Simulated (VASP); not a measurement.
Here is a VASP 6.6.1 calculation.

Contents of POSCAR:

```
TiO2
1.0
    0.0000000000      2.3968272579      2.3968272579
    2.3968272579      0.0000000000      2.3968272579
    2.3968272579      2.3968272579      0.0000000000
Ti O
1 2
Direct
    0.0000000000      0.0000000000      0.0000000000
    0.2500000000      0.2500000000      0.2500000000
    0.7500000000      0.7500000000      0.7500000000
```

INCAR.step1

```
  PREC = Accurate
  ENCUT = 520
  EDIFF = 1E-5
  ISMEAR = 0
  SIGMA = 0.01
  LREAL = F
  LASPH = T
  NELM = 60
  ALGO = Normal
  ISIF = 2
  LWAVE = T
  GGA = PE
  NBANDS = 19
```

The input INCAR.step2:

```
  PREC = Accurate
  ENCUT = 520
  EDIFF = 1E-6
  ISMEAR = 0
  SIGMA = 0.01
  LREAL = F
  LASPH = T
  NELM = 60
  ALGO = Normal
  ISIF = 2
  LWAVE = F
  LCHARG = T
  GGA = PE
  LHFCALC = T
  AEXX = 0.75
  HFSCREEN = 0.2078
  PRECFOCK = Normal
  LELF = T
  LVHAR = T
  ISTART = 1
  NBANDS = 19
```

The input KPOINTS:

```
regular mesh
0
Gamma
  4 4 4
```

Potentials or basis: VASP PAW PBE potentials, release 64 (Ti_sv, O).

Command:

```sh
$ cat potpaw_PBE.64/Ti_sv/POTCAR potpaw_PBE.64/O/POTCAR > POTCAR
$ cp INCAR.step1 INCAR
$ mpirun -np 1 vasp_std > vasp.out
$ cp INCAR.step2 INCAR
$ mpirun -np 1 vasp_std > vasp.out
```

**Question.** Predict the pressure.

**Answer.** -19.8 GPa.

**Question.** Estimate the band gap on the k mesh.

**Answer.** 6.19 eV, indirect (least direct gap 6.78 eV).

Caveat: the k points lie up to 0.57 Å⁻¹ apart; the PAW data sets were made with another functional, which shifts forces and pressure a little. A k mesh can miss the band edges.
